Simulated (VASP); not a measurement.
# KBr (Cmmm) in VASP: single point with PBE

Aim: the single point of KBr with PBE.

Program: VASP 6.6.1. These are calculated values, not measurements. Logs are shortened: lines on timing, memory, paths and dates and some standing lists are left out, and cuts for length are marked.

## (1) The cell of the first run

It takes space group Cmmm (No. 65, orthorhombic). The conventional cell has a = 4.622 Å, b = 6.385 Å, c = 6.375 Å, α = 90.00°, β = 90.00°, γ = 90.00°. K (site symmetry mmm) has 8 Br at 3.94 to 4.51 Å and 6 K at 3.94 to 4.62 Å within 5.2 Å. Br (site symmetry mmm) has 8 K at 3.94 to 4.51 Å and 6 Br at 3.94 to 4.62 Å within 5.2 Å.

## (2) Single point, PBE

Contents of INCAR:

```
SYSTEM = KBr
  PREC = Accurate
  ENCUT = 520
  EDIFF = 1E-6
  ISMEAR = 0
  SIGMA = 0.1
  LREAL = .False.
  LASPH = .True.
  NELM = 100
  ALGO = Normal
  ISIF = 2
  LWAVE = .False.
  LCHARG = .False.
  GGA = PE
  NBANDS = 15
```

Contents of KPOINTS:

```
regular mesh
0
Gamma
  4 4 4
  0 0 0
```

Contents of POSCAR:

```
KBr
1.0
    2.3109023700     -3.1925919300      0.0000000000
    2.3109023700      3.1925919300      0.0000000000
    0.0000000000      0.0000000000      6.3754042200
K Br
1 1
Direct
    0.0000000000      0.0000000000      0.0000000000
    0.5000000000      0.5000000000      0.5000000000
```

Potentials or basis: VASP PAW PBE potentials, release 64 (K_sv, Br).

The run is started by

```
$ cat potpaw_PBE.64/K_sv/POTCAR potpaw_PBE.64/Br/POTCAR > POTCAR
$ mpirun -np 1 vasp_std > vasp.out
```

OUTCAR:

```text
SYSTEM = KBr
   PREC = Accurate
   ENCUT = 520
   EDIFF = 1E-6
   ISMEAR = 0
   LREAL = .False.
   LASPH = .True.
   NELM = 100
   ISIF = 2
   GGA = PE

 ion  position               nearest neighbor table
   1  0.000  0.000  0.000-
   2  0.500  0.500  0.500-

  LATTYP: Found a base centered orthorhombic cell.
 ALAT       =     4.6218047400
 B/A-ratio  =     1.3815347509
 C/A-ratio  =     1.3794187722

  Lattice vectors:

 A1 = (   2.3109023700,  -3.1925919300,   0.0000000000)
 A2 = (   2.3109023700,   3.1925919300,   0.0000000000)
 A3 = (   0.0000000000,   0.0000000000,   6.3754042200)

Analysis of symmetry for initial positions (statically):
=====================================================================
 Subroutine PRICEL returns:
 Original cell was already a primitive cell.

 Routine SETGRP: Setting up the symmetry group for a
 base centered orthorhombic supercell.

 Subroutine GETGRP returns: Found  8 space group operations
 (whereof  8 operations were pure point group operations)
 out of a pool of  8 trial point group operations.

The static configuration has the point symmetry D_2h.

Analysis of symmetry for dynamics (positions and initial velocities):
=====================================================================
 Subroutine PRICEL returns:
 Original cell was already a primitive cell.

 Routine SETGRP: Setting up the symmetry group for a
 base centered orthorhombic supercell.

 Subroutine GETGRP returns: Found  8 space group operations
 (whereof  8 operations were pure point group operations)
 out of a pool of  8 trial point group operations.

The dynamic configuration has the point symmetry D_2h.

 Subroutine INISYM returns: Found  8 space group operations
 (whereof  8 operations are pure point group operations),
 and found     1 'primitive' translations

----------------------------------------------------------------------------------------

                                     Primitive cell

  volume of cell :      94.0725

  direct lattice vectors                    reciprocal lattice vectors
     2.310902370 -3.192591930  0.000000000     0.216365696 -0.156612562  0.000000000
     2.310902370  3.192591930  0.000000000     0.216365696  0.156612562  0.000000000
     0.000000000  0.000000000  6.375404220     0.000000000  0.000000000  0.156852800

  length of vectors
     3.941181675  3.941181675  6.375404220     0.267098500  0.267098500  0.156852800

  position of ions in fractional coordinates (direct lattice)
     0.000000000  0.000000000  0.000000000
     0.500000000  0.500000000  0.500000000

  ion indices of the primitive-cell ions
   primitive index   ion index
                 1           1
                 2           2

----------------------------------------------------------------------------------------

 KPOINTS: regular mesh

Automatic generation of k-mesh.
 Grid dimensions read from file:
 generate k-points for:    4    4    4

 Generating k-lattice:

  Cartesian coordinates                     Fractional coordinates (reciprocal lattice)
     0.054091424 -0.039153140  0.000000000     0.250000000  0.000000000  0.000000000
     0.054091424  0.039153140  0.000000000     0.000000000  0.250000000  0.000000000
     0.000000000  0.000000000  0.039213200     0.000000000  0.000000000  0.250000000

  Length of vectors
     0.066774625  0.066774625  0.039213200

  Shift w.r.t. Gamma in fractional coordinates (k-lattice)
     0.000000000  0.000000000  0.000000000

 Subroutine IBZKPT returns following result:
 ===========================================

 Found     21 irreducible k-points:

 Following reciprocal coordinates:
            Coordinates               Weight
  0.000000  0.000000  0.000000      1.000000
  0.250000 -0.000000  0.000000      4.000000
  0.500000 -0.000000  0.000000      2.000000
  0.250000  0.250000  0.000000      2.000000
  0.500000  0.250000  0.000000      4.000000
 -0.250000  0.250000  0.000000      2.000000
[... 13 lines left out ...]
 -0.250000  0.250000  0.500000      2.000000
  0.500000  0.500000  0.500000      1.000000
   k-points           NKPTS =     21   k-points in BZ     NKDIM =     21   number of bands    NBANDS=     15
   number of dos      NEDOS =    301   number of ions     NIONS =      2
   total plane-waves  NPLWV =  43200
   dimension x,y,z NGX =    30 NGY =   30 NGZ =   48
   dimension x,y,z NGXF=    60 NGYF=   60 NGZF=   96
   ions per type =               1   1
   NGX,Y,Z   is equivalent  to a cutoff of  12.65, 12.65, 12.52 a.u.
   NGXF,Y,Z  is equivalent  to a cutoff of  25.31, 25.31, 25.03 a.u.
 SYSTEM =  KBr
   PREC   = accura    normal or accurate (medium, high low for compatibility)
   ISTART =      0    job   : 0-new  1-cont  2-samecut
   ICHARG =      2    charge: 1-file 2-atom 10-const
   ISPIN  =      1    spin polarized calculation?
   LNONCOLLINEAR =      F non collinear calculations
   LSORBIT =      F    spin-orbit coupling
   LASPH  =      T    aspherical Exc in radial PAW
   ENCUT  =  520.0 eV  38.22 Ry    6.18 a.u.   7.33  7.33 11.85*2*pi/ulx,y,z
   NELM   =    100;   NELMIN=  2; NELMDL= -5     # of ELM steps
   EDIFF  = 0.1E-05   stopping-criterion for ELM
   LREAL  =      F    real-space projection
   EDIFFG = 0.1E-04   stopping-criterion for IOM
   NSW    =      0    number of steps for IOM
   IBRION =     -1    ionic relax: 0-MD 1-quasi-New 2-CG
   NFREE  =      0    steps in history (QN), initial steepest desc. (CG)
   ISIF   =      2    stress and relaxation
   ISYM   =      2    0-nonsym 1-usesym 2-fastsym
   POTIM  = 0.5000    time-step for ionic-motion
   TEBEG  =    0.0;   TEEND  =   0.0 temperature during run
   PSTRESS=    0.0 pullay stress
   NELECT =      16.0000    total number of electrons
   NUPDOWN=      -1.0000    fix difference up-down
   EMIN   =  10.00;   EMAX   =-10.00  energy-range for DOS
   EFERMI =   0.00;   METHOD = LEGACY
   ISMEAR =     0;   SIGMA  =   0.10  broadening in eV -4-tet -1-fermi 0-gaus
   EFERMI_NEDOS =   21; number of points for ismear=-14 and -15
   IALGO  =     38    algorithm
   IMIX   =      4    mixing-type and parameters
     AMIX     =   0.40;   BMIX     =  1.00
     AMIX_MAG =   1.60;   BMIX_MAG =  1.00
  volume/ion in A,a.u.               =      47.04       317.42
  Fermi-wavevector in a.u.,A,eV,Ry     =   0.907042  1.714060 11.193848  0.822725
  Thomas-Fermi vector in A             =   2.030802
   LORBIT       =      0    0 simple, 1 ext, 2 COOP (PROOUT), +10 PAW based schemes
   GGA     = PE    functional components
   LHFCALC =     F    Hartree Fock is set to
   AEXX    =    0.0000 exact exchange contribution
   IVDW    =     0    specifies the selected vdW correction
   LEPSILON=     F    determine dielectric tensor
   LRPA    =     F    only Hartree local field effects (RPA)
 non-spin polarized calculation
 Gauss-broadening in eV      SIGMA  =   0.10
  energy-cutoff  :      520.00
  volume of cell :       94.07
 maximum number of plane-waves:      2552
 NGX is ok and might be reduce to    30
   NGX = 15   NGY = 15   NGZ = 23

 number of electron      15.9999995 magnetization

 Free energy of the ion-electron system (eV)
  ---------------------------------------------------
  ext. energy  EPLUGINS =         0.00000000
  ---------------------------------------------------
  free energy    TOTEN  =        -4.58342827 eV

  energy without entropy =       -4.58049109  energy(sigma->0) =       -4.58195968

 E-fermi :  -0.4329     XC(G=0):  -6.5341

 val. band max:       -0.4501656922   @ k =   0.0000   0.0000   0.0000
 cond. band min:       0.1614545610   @ k =   0.0000   0.0000   0.2500
 fundamental gap:      0.6116202532
 Fermi energy:        -0.4329486161

 k-point     1 :       0.0000    0.0000    0.0000
  band No.  band energies     occupation
      1     -32.4641      2.00000
      2     -15.9144      2.00000
      3     -15.9020      2.00000
      4     -15.7593      2.00000
      5     -13.6137      2.00000
      6      -2.4271      2.00000
      7      -0.8305      2.00000
      8      -0.5089      1.71738
      9      -0.4502      1.19237
     10       3.8476      0.00000
     11       4.0964      0.00000
     12       5.6726      0.00000
     13       5.9903      0.00000
     14       5.9995      0.00000
     15       6.4843      0.00000

 k-point     2 :       0.2500   -0.0000    0.0000
  band No.  band energies     occupation
      1     -32.4572      2.00000
      2     -16.0057      2.00000
      3     -15.9088      2.00000
      4     -15.7476      2.00000
      5     -13.5285      2.00000
      6      -2.2822      2.00000
      7      -1.7481      2.00000
      8      -0.6798      1.99952
      9       0.5103      0.00000
     10       3.5783      0.00000
     11       5.0078      0.00000
     12       5.1148      0.00000
     13       5.7305      0.00000
     14       5.8604      0.00000
     15       6.4082      0.00000

 k-point     3 :       0.5000   -0.0000    0.0000
  band No.  band energies     occupation
      1     -32.4503      2.00000
      2     -16.0995      2.00000
      3     -15.9104      2.00000
      4     -15.7359      2.00000
      5     -13.4401      2.00000
      6      -2.4526      2.00000
      7      -2.1224      2.00000
      8      -0.7304      1.99997
      9       2.2743      0.00000
     10       2.3846      0.00000
     11       4.6419      0.00000
     12       5.2755      0.00000
     13       5.7076      0.00000
     14       6.1009      0.00000
     15       6.3726      0.00000
[... 289 lines left out ...]
 k-point    20 :      -0.2500    0.2500    0.5000
  band No.  band energies     occupation
      1     -32.4518      2.00000
      2     -16.0244      2.00000
      3     -15.9495      2.00000
      4     -15.7451      2.00000
      5     -13.4685      2.00000
      6      -2.4523      2.00000
      7      -1.5448      2.00000
      8      -1.2436      2.00000
      9       1.6454      0.00000
     10       3.9318      0.00000
     11       3.9368      0.00000
     12       4.7642      0.00000
     13       5.7189      0.00000
     14       5.8753      0.00000
     15       6.3087      0.00000

 k-point    21 :       0.5000    0.5000    0.5000
  band No.  band energies     occupation
      1     -32.4394      2.00000
      2     -16.1301      2.00000
      3     -15.9964      2.00000
      4     -15.7241      2.00000
      5     -13.3312      2.00000
      6      -2.3037      2.00000
      7      -2.0081      2.00000
      8      -1.5815      2.00000
      9       2.7222      0.00000
     10       3.1844      0.00000
     11       4.3210      0.00000
     12       5.5068      0.00000
     13       5.8164      0.00000
     14       5.8283      0.00000
     15       6.4850      0.00000

------------------------ aborting loop because EDIFF is reached ----------------------------------------

  FORCE on cell =-STRESS in cart. coord.  units (eV):
  Direction    XX          YY          ZZ          XY          YZ          ZX
  --------------------------------------------------------------------------------------
  -------------------------------------------------------------------------------------
  Total        1.0887001      1.8295007     -6.2553024      0.0000000      0.0000000      0.0000000
  in kB       18.5419811     31.1587788   -106.5359455      0.0000000      0.0000000      0.0000000
  external PRESSURE =     -18.9450619 kB  Pullay stress =       0.0000000 kB

 VOLUME and BASIS-vectors are now :
 -----------------------------------------------------------------------------
  energy-cutoff  :      520.00
  volume of cell :       94.07
      direct lattice vectors                 reciprocal lattice vectors
     2.310902370 -3.192591930  0.000000000     0.216365696 -0.156612562  0.000000000
     2.310902370  3.192591930  0.000000000     0.216365696  0.156612562  0.000000000
     0.000000000  0.000000000  6.375404220     0.000000000  0.000000000  0.156852800

 POSITION                                       TOTAL-FORCE (eV/Angst)
 -----------------------------------------------------------------------------------
      0.00000      0.00000      0.00000         0.000000      0.000000      0.000000
      2.31090      0.00000      3.18770         0.000000     -0.000000      0.000000
 -----------------------------------------------------------------------------------
    total drift:                               -0.000000      0.000000     -0.000000

  FREE ENERGIE OF THE ION-ELECTRON SYSTEM (eV)
  ---------------------------------------------------
  free  energy   TOTEN  =        -4.5834282658 eV

  energy  without entropy=       -4.5804910881  energy(sigma->0) =       -4.58195968
```

It took 22 s on 1 thread of AMD EPYC 7R13 (Zen 3), shared host; peak memory 0.17 GiB.

What came out:

```
Free energy : -4.5834 eV
Pressure    : -1.9 GPa
```

Stress tensor (GPa, compression positive):
```
  1.85   0.00   0.00
  0.00   3.12   0.00
  0.00   0.00 -10.65
```

Levels at points of the mesh, in eV from the Fermi level:
```tsv
k point	band 4	band 5	band 6	band 7	band 8	band 9	band 10	band 11	band 12	band 13
(0.00, 0.00, 0.00)	-15.33	-13.18	-1.99	-0.40	-0.08	-0.02	4.28	4.53	6.11	6.42
(0.50, 0.00, 0.00)	-15.30	-13.01	-2.02	-1.69	-0.30	2.71	2.82	5.07	5.71	6.14
(0.50, 0.50, 0.00)	-15.29	-12.90	-1.86	-1.37	-1.12	2.41	3.90	4.33	4.97	5.30
(0.00, 0.00, 0.50)	-15.33	-13.16	-2.47	-0.42	-0.07	1.28	3.77	4.31	5.88	6.32
(0.50, 0.00, 0.50)	-15.30	-13.01	-1.93	-1.73	-0.28	2.25	3.89	3.89	5.23	6.44
(0.50, 0.50, 0.50)	-15.29	-12.90	-1.87	-1.58	-1.15	3.16	3.62	4.75	5.94	6.25
```

Caveat: the k points lie up to 0.42 Å⁻¹ apart.
